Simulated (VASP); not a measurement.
Crystal: Au.

```
Au
1.0
     0.00000    2.03500    2.03500
     2.03500    0.00000    2.03500
     2.03500    2.03500    0.00000
Au
1
Direct
  0.00000 0.00000 0.00000
```

| Item | Value |
| --- | --- |
| Program | VASP 6.6.1 |
| Task | relaxation of cell and atoms |
| Functional | PBE |
| Dispersion | D3(BJ) |
| Potentials or basis | VASP PAW PBE potentials, release 64 (Au) |
| Cutoff | 500 eV |
| k mesh | 13 × 13 × 13 |
| Occupations | methfessel-paxton, width 0.15 eV |
| Spin | no spin polarisation |

At the start: pressure 3.5 GPa; volume 16.85 Å³/atom.

Question: Where does the relaxation end?

Answer: Over 3 steps the energy falls by 3.7 meV/atom and the volume is 17.20 Å³/atom (+2.0 %); space group Fm-3m (No. 225, to 0.1 Å) before and after.

The path:
```tsv
step	energy change (eV)	largest force (eV/Å)	pressure (GPa)	volume (Å³)
1	0.0000	0.0000	3.52	16.85
2	0.0056	0.0000	-4.92	17.77
3	-0.0037	0.0000	-0.02	17.20
```

Final structure:
```
CELL_PARAMETERS angstrom
0.00000 2.04876 2.04876
2.04876 0.00000 2.04876
2.04876 2.04876 0.00000
ATOMIC_POSITIONS crystal
Au 0.00000 0.00000 0.00000
```
